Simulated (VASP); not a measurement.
# Hf (I4/mmm) in VASP: a series of runs, part 2 of 2

VASP 6.6.1. Earlier steps stand in the parts before.

## 4. Single point, PBEsol

INCAR reads:

```
PREC = Accurate
ENCUT = 520
EDIFF = 1E-7
ISMEAR = 0
SIGMA = 0.15
LREAL = False
LASPH = True
NELM = 100
ALGO = Fast
ISIF = 2
LWAVE = False
LCHARG = True
GGA = PS
LELF = True
LVHAR = True
NBANDS = 11
```

KPOINTS reads:

```
regular mesh
0
Gamma
  20 20 20
```

POSCAR reads:

```
Hf
1.0
   -1.7485563976      1.7485563976      1.9234120374
    1.7485563976     -1.7485563976      1.9234120374
    1.7485563976      1.7485563976     -1.9234120374
Hf
1
Direct
    0.0000000000      0.0000000000      0.0000000000
```

Potentials or basis: VASP PAW PBE potentials, release 64 (Hf_pv).

On the command line:

```bash
$ cat potpaw_PBE.64/Hf_pv/POTCAR > POTCAR
$ mpirun -np 1 vasp_std > vasp.out
```

OUTCAR:

```text
PREC = Accurate
   ENCUT = 520
   EDIFF = 1E-7
   ISMEAR = 0
   LREAL = False
   LASPH = True
   NELM = 100
   ISIF = 2
   GGA = PS

 ion  position               nearest neighbor table
   1  0.000  0.000  0.000-

  LATTYP: Found a body centered tetragonal cell.
 ALAT       =     3.4971127952
 C/A-ratio  =     1.1000000000

  Lattice vectors:

 A1 = (  -1.7485563976,   1.7485563976,   1.9234120374)
 A2 = (   1.7485563976,  -1.7485563976,   1.9234120374)
 A3 = (   1.7485563976,   1.7485563976,  -1.9234120374)

Analysis of symmetry for initial positions (statically):
=====================================================================
 Subroutine PRICEL returns:
 Original cell was already a primitive cell.

 Routine SETGRP: Setting up the symmetry group for a
 body centered tetragonal supercell.

 Subroutine GETGRP returns: Found 16 space group operations
 (whereof 16 operations were pure point group operations)
 out of a pool of 16 trial point group operations.

The static configuration has the point symmetry D_4h.

Analysis of symmetry for dynamics (positions and initial velocities):
=====================================================================
 Subroutine PRICEL returns:
 Original cell was already a primitive cell.

 Routine SETGRP: Setting up the symmetry group for a
 body centered tetragonal supercell.

 Subroutine GETGRP returns: Found 16 space group operations
 (whereof 16 operations were pure point group operations)
 out of a pool of 16 trial point group operations.

The dynamic configuration has the point symmetry D_4h.

 Subroutine INISYM returns: Found 16 space group operations
 (whereof 16 operations are pure point group operations),
 and found     1 'primitive' translations

----------------------------------------------------------------------------------------

                                     Primitive cell

  volume of cell :      23.5229

  direct lattice vectors                    reciprocal lattice vectors
    -1.748556398  1.748556398  1.923412037     0.000000000  0.285950170  0.259954700
     1.748556398 -1.748556398  1.923412037     0.285950170  0.000000000  0.259954700
     1.748556398  1.748556398 -1.923412037     0.285950170  0.285950170  0.000000000

  length of vectors
     3.132796325  3.132796325  3.132796325     0.386450445  0.386450445  0.404394609

  position of ions in fractional coordinates (direct lattice)
     0.000000000  0.000000000  0.000000000

  ion indices of the primitive-cell ions
   primitive index   ion index
                 1           1

----------------------------------------------------------------------------------------

 KPOINTS: regular mesh

Automatic generation of k-mesh.
 Grid dimensions read from file:
 generate k-points for:   20   20   20

 Generating k-lattice:

  Cartesian coordinates                     Fractional coordinates (reciprocal lattice)
     0.000000000  0.014297509  0.012997735     0.050000000 -0.000000000  0.000000000
     0.014297509  0.000000000  0.012997735    -0.000000000  0.050000000  0.000000000
     0.014297509  0.014297509  0.000000000     0.000000000  0.000000000  0.050000000

  Length of vectors
     0.019322522  0.019322522  0.020219730

  Shift w.r.t. Gamma in fractional coordinates (k-lattice)
     0.000000000  0.000000000  0.000000000

 Subroutine IBZKPT returns following result:
 ===========================================

 Found    641 irreducible k-points:

 Following reciprocal coordinates:
            Coordinates               Weight
  0.000000  0.000000  0.000000      1.000000
  0.050000  0.000000 -0.000000      8.000000
  0.100000  0.000000 -0.000000      8.000000
  0.150000  0.000000 -0.000000      8.000000
  0.200000  0.000000 -0.000000      8.000000
  0.250000  0.000000 -0.000000      8.000000
[... 16 lines left out ...]
 -0.400000  0.050000 -0.000000     16.000000
 -0.350000  0.050000  0.000000     16.000000
 [... further k-points ...]
   k-points           NKPTS =    641   k-points in BZ     NKDIM =    641   number of bands    NBANDS=     11
   number of dos      NEDOS =    301   number of ions     NIONS =      1
   total plane-waves  NPLWV =  13824
   dimension x,y,z NGX =    24 NGY =   24 NGZ =   24
   dimension x,y,z NGXF=    48 NGYF=   48 NGZF=   48
   ions per type =               1
   NGX,Y,Z   is equivalent  to a cutoff of  12.74, 12.74, 12.74 a.u.
   NGXF,Y,Z  is equivalent  to a cutoff of  25.47, 25.47, 25.47 a.u.
 SYSTEM =  unknown system
   PREC   = accura    normal or accurate (medium, high low for compatibility)
   ISTART =      0    job   : 0-new  1-cont  2-samecut
   ICHARG =      2    charge: 1-file 2-atom 10-const
   ISPIN  =      1    spin polarized calculation?
   LNONCOLLINEAR =      F non collinear calculations
   LSORBIT =      F    spin-orbit coupling
   LASPH  =      T    aspherical Exc in radial PAW
   ENCUT  =  520.0 eV  38.22 Ry    6.18 a.u.   5.82  5.82  5.82*2*pi/ulx,y,z
   NELM   =    100;   NELMIN=  2; NELMDL= -5     # of ELM steps
   EDIFF  = 0.1E-06   stopping-criterion for ELM
   LREAL  =      F    real-space projection
   EDIFFG = 0.1E-05   stopping-criterion for IOM
   NSW    =      0    number of steps for IOM
   IBRION =     -1    ionic relax: 0-MD 1-quasi-New 2-CG
   NFREE  =      0    steps in history (QN), initial steepest desc. (CG)
   ISIF   =      2    stress and relaxation
   ISYM   =      2    0-nonsym 1-usesym 2-fastsym
   POTIM  = 0.5000    time-step for ionic-motion
   TEBEG  =    0.0;   TEEND  =   0.0 temperature during run
   PSTRESS=    0.0 pullay stress
   NELECT =      10.0000    total number of electrons
   NUPDOWN=      -1.0000    fix difference up-down
   EMIN   =  10.00;   EMAX   =-10.00  energy-range for DOS
   EFERMI =   0.00;   METHOD = LEGACY
   ISMEAR =     0;   SIGMA  =   0.15  broadening in eV -4-tet -1-fermi 0-gaus
   EFERMI_NEDOS =   21; number of points for ismear=-14 and -15
   IALGO  =     68    algorithm
   IMIX   =      4    mixing-type and parameters
     AMIX     =   0.40;   BMIX     =  1.00
     AMIX_MAG =   1.60;   BMIX_MAG =  1.00
  volume/ion in A,a.u.               =      23.52       158.74
  Fermi-wavevector in a.u.,A,eV,Ry     =   1.230961  2.326179 20.616432  1.515265
  Thomas-Fermi vector in A             =   2.365789
   LORBIT       =      0    0 simple, 1 ext, 2 COOP (PROOUT), +10 PAW based schemes
   GGA     = PS    functional components
   LHFCALC =     F    Hartree Fock is set to
   AEXX    =    0.0000 exact exchange contribution
   IVDW    =     0    specifies the selected vdW correction
   LEPSILON=     F    determine dielectric tensor
   LRPA    =     F    only Hartree local field effects (RPA)
 non-spin polarized calculation
 RMM-DIIS sequential band-by-band and
 Gauss-broadening in eV      SIGMA  =   0.15
  energy-cutoff  :      520.00
  volume of cell :       23.52
 maximum number of plane-waves:       656
   NGX = 11   NGY = 11   NGZ = 11

 number of electron      10.0000000 magnetization

 number of electron       9.9999998 magnetization

 Free energy of the ion-electron system (eV)
  ---------------------------------------------------
  ext. energy  EPLUGINS =         0.00000000
  ---------------------------------------------------
  free energy    TOTEN  =       -10.29129683 eV

  energy without entropy =      -10.26694667  energy(sigma->0) =      -10.27912175

 E-fermi :   4.1266     XC(G=0): -11.1653

 val. band max:        4.1259936385   @ k =  -0.3500   0.3500   0.1500
 cond. band min:       4.1296598746   @ k =  -0.1500  -0.4500   0.0500
 fundamental gap:      0.0036662361
 Fermi energy:         4.1266209999

 k-point     1 :       0.0000    0.0000    0.0000
  band No.  band energies     occupation
      1     -25.9034      2.00000
      2     -25.9034      2.00000
      3     -25.9021      2.00000
      4      -2.7913      2.00000
      5       5.3147      0.00000
      6       5.3147      0.00000
      7       6.2386      0.00000
      8       7.4941      0.00000
      9       8.7389      0.00000
     10      16.3403      0.00000
     11      17.7058      0.00000

 k-point     2 :       0.0500    0.0000   -0.0000
  band No.  band energies     occupation
      1     -25.9210      2.00000
      2     -25.9085      2.00000
      3     -25.9027      2.00000
      4      -2.7059      2.00000
      5       5.2973      0.00000
      6       5.3362      0.00000
      7       6.2423      0.00000
      8       7.4368      0.00000
      9       8.6929      0.00000
     10      16.5192      0.00000
     11      17.8370      0.00000
[... 295 lines left out ...]
 k-point    24 :      -0.3500    0.0500    0.0000
  band No.  band energies     occupation
      1     -26.4220      2.00000
      2     -26.0542      2.00000
      3     -25.9124      2.00000
      4       0.0335      2.00000
      5       4.2405      0.28305
      6       4.4102      0.00751
      7       7.3162      0.00000
      8       8.7510      0.00000
      9       8.9909      0.00000
     10      15.4116      0.00000
     11      16.2864      0.00000

 [... further k-points ...]
[... 5 lines left out ...]
  --------------------------------------------------------------------------------------
  -------------------------------------------------------------------------------------
  Total       -1.5087646     -1.5087646     -0.9427632      0.0000000      0.0000000     -0.0000000
  in kB     -102.7638734   -102.7638734    -64.2127978      0.0000000      0.0000000     -0.0000000
  external PRESSURE =     -89.9135149 kB  Pullay stress =       0.0000000 kB

 VOLUME and BASIS-vectors are now :
 -----------------------------------------------------------------------------
  energy-cutoff  :      520.00
  volume of cell :       23.52
      direct lattice vectors                 reciprocal lattice vectors
    -1.748556398  1.748556398  1.923412037     0.000000000  0.285950170  0.259954700
     1.748556398 -1.748556398  1.923412037     0.285950170  0.000000000  0.259954700
     1.748556398  1.748556398 -1.923412037     0.285950170  0.285950170  0.000000000

 POSITION                                       TOTAL-FORCE (eV/Angst)
 -----------------------------------------------------------------------------------
      0.00000      0.00000      0.00000         0.000000      0.000000     -0.000000
 -----------------------------------------------------------------------------------
    total drift:                               -0.000000      0.000000      0.000000

  FREE ENERGIE OF THE ION-ELECTRON SYSTEM (eV)
  ---------------------------------------------------
  free  energy   TOTEN  =       -10.2912968335 eV

  energy  without entropy=      -10.2669466660  energy(sigma->0) =      -10.27912175
```

Run time: 97 s. Hardware: 1 thread of AMD EPYC 9R45 (Zen 5), shared host; peak memory 0.24 GiB.

Results:

| Property | Result |
| --- | --- |
| Free energy | -10.2913 eV |
| Pressure | -9.0 GPa |
| Band gap on the k mesh | zero (bands 5 and 6 overlap by 2.07 eV) |

Stress tensor (GPa, compression positive):
```
-10.28   0.00   0.00
  0.00 -10.28   0.00
  0.00   0.00  -6.42
```

Caveat: the cell stands under tension; the PAW data sets were made with another functional, which shifts forces and pressure a little; spin-orbit coupling is left out, which moves the levels of the heavy elements.

## 5. Single point, PBEsol

This run uses another cell than the first one, of the same volume but with other edges.

INCAR reads:

```
SYSTEM = Hf
PREC = Accurate
ENCUT = 520
EDIFF = 1E-7
ISMEAR = 0
SIGMA = 0.15
LREAL = .False.
LASPH = .True.
NELM = 60
ALGO = Fast
ISIF = 2
LWAVE = .False.
LCHARG = .False.
GGA = PS
NBANDS = 11
```

KPOINTS reads:

```
regular mesh
0
Gamma
  20 20 20
  0 0 0
```

POSCAR reads:

```
Hf
1.0
   -2.0837202902      2.0837202902      1.3544181887
    2.0837202902     -2.0837202902      1.3544181887
    2.0837202902      2.0837202902     -1.3544181887
Hf
1
Direct
    0.0000000000      0.0000000000      0.0000000000
```

Potentials or basis: VASP PAW PBE potentials, release 64 (Hf_pv).

On the command line:

```bash
$ cat potpaw_PBE.64/Hf_pv/POTCAR > POTCAR
$ mpirun -np 1 vasp_std > vasp.out
```

OUTCAR:

```text
SYSTEM = Hf
   PREC = Accurate
   ENCUT = 520
   EDIFF = 1E-7
   ISMEAR = 0
   LREAL = .False.
   LASPH = .True.
   NELM = 60
   ISIF = 2
   GGA = PS

 ion  position               nearest neighbor table
   1  0.000  0.000  0.000-

  LATTYP: Found a body centered tetragonal cell.
 ALAT       =     4.1674405804
 C/A-ratio  =     0.6500000000

  Lattice vectors:

 A1 = (  -2.0837202902,   2.0837202902,   1.3544181887)
 A2 = (   2.0837202902,  -2.0837202902,   1.3544181887)
 A3 = (   2.0837202902,   2.0837202902,  -1.3544181887)

Analysis of symmetry for initial positions (statically):
=====================================================================
 Subroutine PRICEL returns:
 Original cell was already a primitive cell.

 Routine SETGRP: Setting up the symmetry group for a
 body centered tetragonal supercell.

 Subroutine GETGRP returns: Found 16 space group operations
 (whereof 16 operations were pure point group operations)
 out of a pool of 16 trial point group operations.

The static configuration has the point symmetry D_4h.

Analysis of symmetry for dynamics (positions and initial velocities):
=====================================================================
 Subroutine PRICEL returns:
 Original cell was already a primitive cell.

 Routine SETGRP: Setting up the symmetry group for a
 body centered tetragonal supercell.

 Subroutine GETGRP returns: Found 16 space group operations
 (whereof 16 operations were pure point group operations)
 out of a pool of 16 trial point group operations.

The dynamic configuration has the point symmetry D_4h.

 Subroutine INISYM returns: Found 16 space group operations
 (whereof 16 operations are pure point group operations),
 and found     1 'primitive' translations

----------------------------------------------------------------------------------------

                                     Primitive cell

[... 108 lines left out ...]
     AMIX_MAG =   1.60;   BMIX_MAG =  1.00
  volume/ion in A,a.u.               =      23.52       158.74
  Fermi-wavevector in a.u.,A,eV,Ry     =   1.230961  2.326179 20.616432  1.515265
  Thomas-Fermi vector in A             =   2.365789
   LORBIT       =      0    0 simple, 1 ext, 2 COOP (PROOUT), +10 PAW based schemes
   GGA     = PS    functional components
   LHFCALC =     F    Hartree Fock is set to
   AEXX    =    0.0000 exact exchange contribution
   IVDW    =     0    specifies the selected vdW correction
   LEPSILON=     F    determine dielectric tensor
   LRPA    =     F    only Hartree local field effects (RPA)
 non-spin polarized calculation
 RMM-DIIS sequential band-by-band and
 Gauss-broadening in eV      SIGMA  =   0.15
  energy-cutoff  :      520.00
  volume of cell :       23.52
 maximum number of plane-waves:       647
   NGX = 13   NGY = 13   NGZ = 13

 number of electron      10.0000000 magnetization

 Free energy of the ion-electron system (eV)
  ---------------------------------------------------
  ext. energy  EPLUGINS =         0.00000000
  ---------------------------------------------------
  free energy    TOTEN  =       -10.01758769 eV

  energy without entropy =      -10.00928499  energy(sigma->0) =      -10.01343634

 E-fermi :   3.9811     XC(G=0): -11.0900

 val. band max:        3.9790083616   @ k =   0.2000   0.1500   0.1500
 cond. band min:       3.9817324774   @ k =   0.4500   0.2000   0.1500
 fundamental gap:      0.0027241158
 Fermi energy:         3.9811252615

 k-point     1 :       0.0000    0.0000    0.0000
  band No.  band energies     occupation
      1     -25.9995      2.00000
      2     -25.9995      2.00000
      3     -25.3993      2.00000
      4      -2.7255      2.00000
      5       3.2325      2.00000
      6       3.9952      0.89458
      7       8.9010      0.00000
      8       8.9010      0.00000
      9       9.5634      0.00000
     10      15.4300      0.00000
     11      15.4300      0.00000
[... 309 lines left out ...]
 k-point    24 :      -0.3500    0.0500    0.0000
  band No.  band energies     occupation
      1     -26.6042      2.00000
      2     -26.0551      2.00000
      3     -26.0069      2.00000
      4       0.6240      2.00000
      5       3.3887      2.00000
      6       5.1742      0.00000
      7       7.8037      0.00000
      8       8.0889      0.00000
      9       8.7073      0.00000
     10      14.6330      0.00000
     11      17.8788      0.00000

 [... further k-points ...]
[... 5 lines left out ...]
  --------------------------------------------------------------------------------------
  -------------------------------------------------------------------------------------
  Total       -2.0669250     -2.0669250      1.8376697      0.0000000      0.0000000      0.0000000
  in kB     -140.7808815   -140.7808815    125.1660181      0.0000000      0.0000000      0.0000000
  external PRESSURE =     -52.1319150 kB  Pullay stress =       0.0000000 kB

 VOLUME and BASIS-vectors are now :
 -----------------------------------------------------------------------------
  energy-cutoff  :      520.00
  volume of cell :       23.52
      direct lattice vectors                 reciprocal lattice vectors
    -2.083720290  2.083720290  1.354418189     0.000000000  0.239955431  0.369162201
     2.083720290 -2.083720290  1.354418189     0.239955431  0.000000000  0.369162201
     2.083720290  2.083720290 -1.354418189     0.239955431  0.239955431  0.000000000

 POSITION                                       TOTAL-FORCE (eV/Angst)
 -----------------------------------------------------------------------------------
      0.00000      0.00000      0.00000         0.000000      0.000000     -0.000000
 -----------------------------------------------------------------------------------
    total drift:                               -0.000000      0.000000      0.000000

  FREE ENERGIE OF THE ION-ELECTRON SYSTEM (eV)
  ---------------------------------------------------
  free  energy   TOTEN  =       -10.0175876867 eV

  energy  without entropy=      -10.0092849894  energy(sigma->0) =      -10.01343634
```

stdout:

```text
POSCAR found type information on POSCAR Hf
 POSCAR found :  1 types and       1 ions
 scaLAPACK will be used
 -----------------------------------------------------------------------------
|                                                                             |
|                                                                             |
|     You enforced a specific xc type in the INCAR file but a different       |
|     I HOPE YOU KNOW WHAT YOU ARE DOING!                                     |
|                                                                             |
 -----------------------------------------------------------------------------

 LDA part: xc-table for (Slater+PW92), standard interpolation
 POSCAR, INCAR and KPOINTS ok, starting setup
 FFT: planning ... GRIDC
 FFT: planning ... GRID_SOFT
 FFT: planning ... GRID
 WAVECAR not read
 entering main loop
WARNING in EDDRMM: call to ZHEGV failed, returncode =   8  4     11
WARNING in EDDRMM: call to ZHEGV failed, returncode =   8  4     11
WARNING in EDDRMM: call to ZHEGV failed, returncode =   6  3     11
```

Wall time 91 s (1 thread of AMD EPYC 9R45 (Zen 5), shared host); peak memory 0.25 GiB.

Results:

| Quantity | Value |
| --- | --- |
| Free energy | -10.0176 eV |
| Pressure | -5.2 GPa |
| Band gap on the k mesh | zero (bands 5 and 6 overlap by 1.07 eV) |

Caveat: the cell stands under tension; the PAW data sets were made with another functional, which shifts forces and pressure a little; spin-orbit coupling is left out, which moves the levels of the heavy elements.

## 6. Overview

| cell | further INCAR settings | gap on the mesh (eV) | pressure (GPa) |
| --- | --- | --- | --- |
| a = 3.177 Å, angles 117.3, 117.3, 94.8°, 1 atom | ALGO = Fast; EDIFF = 1e-06; NBANDS = 11 | none | -8.5 |
| a = 3.131 Å, angles 107.3, 107.3, 113.9°, 1 atom | ALGO = Fast; EDIFF = 1e-07; NBANDS = 11 | none | -9.2 |
| a = 3.133 Å, angles 112.1, 112.1, 104.2°, 1 atom | ALGO = Fast; EDIFF = 1e-07; NBANDS = 11 | none | -9.0 |
| a = 3.243 Å, angles 100.0, 100.0, 130.6°, 1 atom | ALGO = Fast; EDIFF = 1e-07; NBANDS = 11 | none | -5.2 |

Alike in all rows: task single point; level PBEsol; potentials or basis VASP PAW PBE potentials, release 64 (Hf_pv); no spin polarisation; k mesh 20 × 20 × 20; cutoff (eV) 520; smearing gaussian 0.15 eV.

Caveats: the cell stands under tension; the PAW data sets were made with another functional, which shifts forces and pressure a little; spin-orbit coupling is left out, which moves the levels of the heavy elements.

Absolute energies hang on the potentials; compare differences alone.
